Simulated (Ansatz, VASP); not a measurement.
# C in VASP and in Ansatz

File INCAR:

```
SYSTEM = C
ALGO = Normal
EDIFF = 1E-6
ENCUT = 520
GGA = PE
ISIF = 2
ISMEAR = -1
LASPH = .TRUE.
LCHARG = .FALSE.
LREAL = .FALSE.
LWAVE = .FALSE.
NBANDS = 11
NELM = 60
PREC = Accurate
SIGMA = 0.05
```

File KPOINTS:

```
k-points
0
G
  8 8 4
  0 0 0
```

POSCAR

```
C
1.0
    2.1273203072     -1.2282824400      0.0000000000
    2.1273203072      1.2282824400      0.0000000000
   -1.3790696309      0.0000000000      3.5028300786
C
2
Direct
    0.1666444700      0.1666444700      0.9999069600
    0.8333555300      0.8333555300      0.0000930400
```

Contents of input.yaml:

```yaml
crystal:
  lattice:
    - [2.1273203072, -1.22828244, 0.0]
    - [2.1273203072, 1.22828244, 0.0]
    - [-1.3790696309, 0.0, 3.5028300786]
  atoms:
    - { symbol: C, position: [0.16664447, 0.16664447, 0.99990696] }
    - { symbol: C, position: [0.83335553, 0.83335553, 9.304e-05] }
kpoints:
  mp_grid: { grid: [8, 8, 4] }
scf:
  occupations: { method: fermi_dirac, width: 0.05 }
hamiltonian:
  xc: pbe
  pseudopotentials: { kind: all_electron, datasets: crystal }
output:
  forces: true
  stress: true
  eigenvalues: true
```

Alike in both runs: task single point; functional PBE; k mesh 8 × 8 × 4; occupations fermi-dirac, width 0.05 eV; no spin polarisation.

```csv
,VASP,Ansatz
version,VASP 6.6.1,Ansatz 0.2.0
potentials or method,"VASP PAW PBE potentials, release 64 (C), cutoff 520 eV",all-electron PAW datasets made for the crystal
```

|  | VASP | Ansatz | Ansatz less VASP |
| --- | --- | --- | --- |
| gap on the k mesh at the Fermi level (eV) | 1.68 | 1.68 | 0.000 |
| least direct gap on the mesh (eV) | 1.68 | 1.68 | 0.000 |
| pressure (GPa) | 4.2 | 3.7 | -0.49 |
| traceless stress, the component that is largest in VASP (GPa) | -2.30 | -1.71 | +0.591 |
| rms of the force components (eV/Å) | 0.003 | 0.003 | +0.0001 |

Atom by atom the forces differ by 0.000 eV/Å (rms over components). Ansatz ran all-electron here, and VASP with PAW potentials.

The k mesh is coarse, so the values compare programs but aren't converged.
